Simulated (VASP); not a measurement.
Here is a VASP 6.6.1 calculation.

File INCAR:

```
SYSTEM = InGaAs2
  PREC = Accurate
  ENCUT = 520
  EDIFF = 1E-7
  ISMEAR = 0
  SIGMA = 0.01
  LREAL = Auto
  LASPH = .TRUE.
  NELM = 100
  ALGO = Fast
  ISIF = 2
  LWAVE = .FALSE.
  LCHARG = .FALSE.
  GGA = PS
  NBANDS = 86
```

Contents of KPOINTS:

```
Automatic mesh
0
G
  8 8 1
  0 0 0
```

The input POSCAR:

```
InGaAs2
1.0
    4.1505046735      0.0000000000      0.0000000000
    0.0000000000      4.1505046735      0.0000000000
    0.0000000000      0.0000000000     23.4788000000
In Ga As
4 4 8
Direct
    0.0000000000      0.0000000000      0.0000000000
    0.5000000000      0.5000000000      0.1250000000
    0.0000000000      0.0000000000      0.2500000000
    0.5000000000      0.5000000000      0.3750000000
    0.0000000000      0.0000000000      0.5000000000
    0.5000000000      0.5000000000      0.6250000000
    0.0000000000      0.0000000000      0.7500000000
    0.5000000000      0.5000000000      0.8750000000
    0.5000000000      0.0000000000      0.0625000000
    0.0000000000      0.5000000000      0.1875000000
    0.5000000000      0.0000000000      0.3125000000
    0.0000000000      0.5000000000      0.4375000000
    0.5000000000      0.0000000000      0.5625000000
    0.0000000000      0.5000000000      0.6875000000
    0.5000000000      0.0000000000      0.8125000000
    0.0000000000      0.5000000000      0.9375000000
```

Potentials or basis: VASP PAW PBE potentials, release 64 (In_d, Ga_d, As).

Launch:

```bash
$ cat potpaw_PBE.64/In_d/POTCAR potpaw_PBE.64/Ga_d/POTCAR potpaw_PBE.64/As/POTCAR > POTCAR
$ mpirun -np 1 vasp_std > vasp.out
```

Predict the largest force.

1.334 eV/Å.

Estimate the band gap on the k mesh.

zero (filled and empty bands touch).

Forces on the atoms (eV/Å):
```
In   0.000  0.000 -0.089
In   0.000  0.000  0.000
In   0.000  0.000  0.000
In   0.000  0.000  0.089
Ga   0.000  0.000  0.065
Ga   0.000  0.000 -0.001
Ga   0.000  0.000  0.001
Ga   0.000  0.000 -0.065
As   0.000  0.000  0.004
As   0.000  0.000  0.000
As   0.000  0.000 -0.004
As   0.000  0.000  1.334
As   0.000  0.000 -0.004
As   0.000  0.000  0.000
As   0.000  0.000  0.004
As   0.000  0.000 -1.334
```

Caveat: semilocal functionals underestimate gaps, and a narrow one can read as zero; the PAW data sets were made with another functional, which shifts forces and pressure a little; spin-orbit coupling is left out, which moves the levels of the heavy elements.
